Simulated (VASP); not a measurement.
The system is Ir.

```
CELL_PARAMETERS angstrom
0.00000 1.91560 1.91560
1.91560 0.00000 1.91560
1.91560 1.91560 0.00000
ATOMIC_POSITIONS crystal
Ir 0.00000 0.00000 0.00000
```

Base run:

```yaml
Program: VASP 6.6.1
Functional: PBE
Potentials_or_basis: VASP PAW PBE potentials, release 64 (Ir)
Cutoff: 520 eV
k_mesh: 12 × 12 × 12
Occupations: gaussian, width 0.025 eV
Spin: no spin polarisation
```

Its results: pressure 11.8 GPa.

Q: After a change of settings the same cell gave: pressure 13.0 GPa. Which change was it?
A. k mesh from 12 × 12 × 12 to 6 × 6 × 6; occupations from gaussian, width 0.025 eV to fermi-dirac, width 0.02 eV
B. occupations from gaussian, width 0.025 eV to fermi-dirac, width 0.05 eV; further incar settings from ALGO = Normal; EDIFF = 1e-06; NBANDS = 10 to ALGO = Fast; EDIFF = 1e-07; NBANDS = 10
C. occupations from gaussian, width 0.025 eV to gaussian, width 0.027 eV; further incar settings from ALGO = Normal; EDIFF = 1e-06; NBANDS = 10 to ALGO = Normal; EDIFF = 1e-07; NBANDS = 10
D. occupations from gaussian, width 0.025 eV to gaussian, width 0.028 eV; further incar settings from ALGO = Normal; EDIFF = 1e-06; NBANDS = 10 to ALGO = Fast; EDIFF = 1e-06; NBANDS = 10

A: A.

Caveats: some runs use coarse meshes.
